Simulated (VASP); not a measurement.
A run of VASP 6.6.1:

Contents of POSCAR:

```
CsH
1.0
    0.0000000000      3.1880000000      3.0604800000
    3.1880000000      0.0000000000      3.0604800000
    3.1880000000      3.1880000000      0.0000000000
Cs H
1 1
Direct
    0.0000000000      0.0000000000      0.0000000000
    0.5000000000      0.5000000000      0.5000000000
```

The input INCAR.step1:

```
SYSTEM = CsH
PREC     = Accurate       ! precision mode
ENCUT    = 520            ! plane-wave cutoff, eV
ISMEAR   = 0              ! smearing method
SIGMA    = 0.05           ! smearing width, eV
LREAL    = .False.        ! projectors in reciprocal space
LASPH    = .True.         ! aspherical terms in the spheres
NELM     = 60             ! most SCF steps
NBANDS   = 12             ! bands
GGA      = PE             ! functional
ALGO     = Normal         ! electronic algorithm
EDIFF    = 1E-4           ! SCF threshold, eV
LWAVE    = .True.         ! write WAVECAR
LCHARG   = .False.        ! write CHGCAR
```

Contents of INCAR.step2:

```
SYSTEM = CsH
PREC     = Accurate       ! precision mode
ENCUT    = 520            ! plane-wave cutoff, eV
EDIFF    = 1E-6           ! SCF threshold, eV
ISMEAR   = 0              ! smearing method
SIGMA    = 0.05           ! smearing width, eV
LREAL    = .False.        ! projectors in reciprocal space
LASPH    = .True.         ! aspherical terms in the spheres
NELM     = 60             ! most SCF steps
ALGO     = Normal         ! electronic algorithm
ISIF     = 2              ! what is computed and relaxed
LWAVE    = .False.        ! write WAVECAR
LCHARG   = .False.        ! write CHGCAR
METAGGA  = R2SCAN         ! meta-GGA
LMIXTAU  = .True.       
NBANDS   = 12             ! bands
ISTART   = 1
```

KPOINTS

```
Automatic mesh
0
Gamma
  6 6 6
  0 0 0
```

Potentials or basis: VASP PAW PBE potentials, release 64 (Cs_sv, H).

Launch:

```bash
$ cat potpaw_PBE.64/Cs_sv/POTCAR potpaw_PBE.64/H/POTCAR > POTCAR
$ cp INCAR.step1 INCAR
$ mpirun -np 1 vasp_std > vasp.out
$ cp INCAR.step2 INCAR
$ mpirun -np 1 vasp_std > vasp.out
```

Hardware: 1 thread of AMD EPYC 9R45 96-Core Processor (Zen 5), on a shared host.

Question: Estimate the wall time of this run.

Answer: Run time: 71 s on 1 thread of AMD EPYC 9R45 96-Core Processor (Zen 5), with other jobs on the host, peak memory 0.19 GiB. Counts: k points 30.
